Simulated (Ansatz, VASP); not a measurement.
## Two plane-wave programs on HgTe

POSCAR

```
HgTe
1.0
   -3.0044411569      3.0044411569      1.5383343083
    3.0044411569     -3.0044411569      1.5383343083
    3.0044411569      3.0044411569     -1.5383343083
Hg Te
1 1
Direct
    0.7500000000      0.2500000000      0.5000000000
    0.0000000000      0.0000000000      0.0000000000
```

The input INCAR.step1:

```
  PREC = Accurate
  ENCUT = 440
  EDIFF = 1E-5
  ISMEAR = -1
  SIGMA = 0.05
  LREAL = F
  LASPH = T
  NELM = 120
  ALGO = Normal
  ISIF = 2
  LWAVE = T
  LCHARG = F
  GGA = PE
  NBANDS = 16
  GGA_COMPAT = F
```

File INCAR.step2:

```
  PREC = Accurate
  ENCUT = 440
  EDIFF = 1E-6
  ISMEAR = -1
  SIGMA = 0.05
  LREAL = F
  LASPH = T
  NELM = 120
  ALGO = Normal
  ISIF = 2
  LWAVE = F
  LCHARG = F
  METAGGA = R2SCAN
  LHFCALC = T
  AEXX = 0.25
  LMIXTAU = T
  PRECFOCK = Normal
  ISTART = 1
  NBANDS = 16
  GGA_COMPAT = F
```

File KPOINTS:

```
regular mesh
0
Gamma
  5 5 5
```

The input input.yaml:

```yaml
crystal:
  lattice:
    - [-3.0044411569, 3.0044411569, 1.5383343083]
    - [3.0044411569, -3.0044411569, 1.5383343083]
    - [3.0044411569, 3.0044411569, -1.5383343083]
  atoms:
    - { symbol: Hg, position: [0.75, 0.25, 0.5] }
    - { symbol: Te, position: [0.0, 0.0, 0.0] }
hamiltonian:
  xc: r2scan0
  pseudopotentials: { kind: paw }
kpoints:
  mp_grid: { grid: [5, 5, 5] }
scf:
  occupations: { method: fermi_dirac, width: 0.05 }
output:
  forces: true
  stress: true
  eigenvalues: true
```

Alike in both runs: task single point; functional r2SCAN0; k mesh 5 × 5 × 5; occupations fermi-dirac, width 0.05 eV; no spin polarisation.

|  | VASP | Ansatz |
| --- | --- | --- |
| version | VASP 6.6.1 | Ansatz 0.2.0 |
| potentials or method | VASP PAW PBE potentials, release 64 (Hg, Te) | Ansatz PAW |
| plane-wave cutoff (eV) | 440 | 500 |
| valence electrons in the cell | 18 | 36 |

VASP gave:

- gap on the k mesh at the Fermi level (eV): none
- pressure (GPa): -0.4
- traceless stress, the component that is largest in VASP (GPa): 3.69

Which values does Ansatz return?

gap on the k mesh at the Fermi level (eV): none; pressure (GPa): -0.2; traceless stress, the component that is largest in VASP (GPa): 3.61.

VASP's potentials were made for PBE, not for r2SCAN0. A gap of «none» marks a metal or a gap that the smearing closes. VASP's potentials hold 18 valence electrons a cell and Ansatz's 36, so a difference there can come from the potentials and not from the codes.

The k mesh is coarse, so the values compare programs but aren't converged. Spin-orbit coupling is off throughout.
